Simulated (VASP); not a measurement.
The system is Mg2Si.

```
CELL_PARAMETERS angstrom
0.00000 3.23271 3.23271
3.23271 0.00000 3.23271
3.23271 3.23271 0.00000
ATOMIC_POSITIONS crystal
Si 0.00000 0.00000 0.00000
Mg 0.25000 0.25000 0.25000
Mg 0.75000 0.75000 0.75000
```

Base run:

```yaml
Program: VASP 6.6.1
Functional: PBEsol
Potentials_or_basis: VASP PAW PBE potentials, release 64 (Si, Mg)
Cutoff: 600 eV
k_mesh: 5 × 5 × 5
Occupations: fermi-dirac, width 0.1 eV
Spin: no spin polarisation
```

Its results: band gap on the k mesh 0.42 eV, indirect (least direct gap 1.50 eV); pressure -3.3 GPa.

Question: The run is repeated on the same cell with these changes: functional from PBEsol to PBE. What comes out?

Answer: Band gap on the k mesh 0.45 eV, indirect (least direct gap 1.56 eV); pressure -2.5 GPa.

PBE binds less tightly than PBEsol, so the same cell stands under more pressure.

Caveats: the PAW data sets were made with another functional, which shifts forces and pressure a little (some runs).

A k mesh can miss the band edges.
